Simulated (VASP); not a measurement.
Write the native input for VASP 6.6.1 that does the following.

| Quantity | Value |
| --- | --- |
| Task | single point |
| Functional | revPBE |
| Potentials or basis | VASP PAW PBE potentials, release 64 (Ge_d) |
| Cutoff | 520 eV |
| k mesh | 14 × 14 × 14 |
| Occupations | fermi-dirac, width 0.1 eV |
| Spin | no spin polarisation |
| Dipole correction | no |
| Further INCAR settings | ALGO = Normal; EDIFF = 1e-06; NBANDS = 13 |

The structure of Ge lies in POSCAR:

```
Ge
1.0
    0.0000000000      2.1226884524      2.1226884524
    2.1226884524      0.0000000000      2.1226884524
    2.1226884524      2.1226884524      0.0000000000
Ge
1
Direct
    0.0000000000      0.0000000000      0.0000000000
```

This cell differs from its parent crystal: volume scaled by 0.96.

The input as run:

INCAR

```
SYSTEM = Ge
PREC = Accurate
ENCUT = 520
EDIFF = 1E-6
ISMEAR = -1
SIGMA = 0.1
LREAL = .FALSE.
LASPH = .TRUE.
NELM = 60
ALGO = Normal
ISIF = 2
LWAVE = .FALSE.
LCHARG = .FALSE.
GGA = RE
NBANDS = 13
```

KPOINTS

```
Automatic mesh
0
G
  14 14 14
  0 0 0
```

Potentials or basis: VASP PAW PBE potentials, release 64 (Ge_d).

Launch:

```bash
$ cat potpaw_PBE.64/Ge_d/POTCAR > POTCAR
$ mpirun -np 1 vasp_std > vasp.out
```

It gave:

* Pressure: 2.8 GPa
* Band gap on the k mesh: zero (band 7 reaches 15.64 eV, above the bottom of band 8 at 4.44 eV)

Caveat: the PAW data sets were made with another functional, which shifts forces and pressure a little.

It took 20 s on 1 thread of Intel Xeon 8259CL, with other jobs on the host, peak memory 0.15 GiB.
